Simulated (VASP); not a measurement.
Crystal: BaZrO3.

```
Ba Zr O
1.0
     4.24650    0.00000    0.00000
     0.00000    4.24650    0.00000
     0.00000    0.00000    4.24650
Ba Zr O
1 1 3
Cartesian
  0.0000 0.0000 0.0000
  2.1232 2.1232 2.1232
  2.1232 2.1232 0.0000
  2.1232 0.0000 2.1232
  0.0000 2.1232 2.1232
```

Program: VASP 6.6.1. Alike in all runs: task single point; no spin polarisation; cell as given; k mesh 6 × 6 × 6; cutoff (eV) 520; smearing fermi-dirac 0.05 eV.

Problem. Order these runs on this cell by their pressure, lowest first.
A. level LDA; potentials or basis VASP PAW LDA potentials, release 64 (Ba_sv, Zr_sv, O)
B. level PBE; potentials or basis VASP PAW PBE potentials, release 64 (Ba_sv, Zr_sv, O)
C. level r2SCAN; potentials or basis VASP PAW PBE potentials, release 64 (Ba_sv, Zr_sv, O)

Solution. A (-9.5 GPa), C (-3.6 GPa), B (-1.1 GPa).

Caveats: the PAW data sets were made with another functional, which shifts forces and pressure a little (some runs).
